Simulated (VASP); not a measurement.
# CdSe: single point with PBE

Crystal: CdSe.

```xyz
2
Lattice="0.0000 3.0352 3.0352 3.0352 0.0000 3.0352 3.0352 3.0352 0.0000" Properties=species:S:1:pos:R:3 pbc="T T T"
Cd    0.0000    0.0000    0.0000
Se    4.5527    4.5527    4.5527
```

```
Program             : VASP 6.6.1
Task                : single point
Functional          : PBE
Potentials or basis : VASP PAW PBE potentials, release 64 (Cd, Se)
Cutoff              : 520 eV
k mesh              : 10 × 10 × 10
Occupations         : gaussian, width 0.02 eV
Spin                : no spin polarisation
```

The pressure is 3.5 GPa and the band gap on the k mesh is 0.62 eV.

Levels at points of the mesh, in eV from the valence-band top:
```tsv
k point	band 7	band 8	band 9	band 10	band 11	band 12
(0.00, 0.00, 0.00)	0.00	0.00	0.00	0.62	5.94	5.94
(0.50, 0.00, 0.00)	-4.42	-0.76	-0.76	2.40	6.45	6.45
(0.50, 0.50, 0.00)	-4.11	-1.87	-1.87	3.13	3.76	9.15
```

Wall time 31 s on 1 thread of Intel Xeon 8259CL, on a shared host, peak memory 0.2 GiB.

Caveat: the cell stands under pressure.
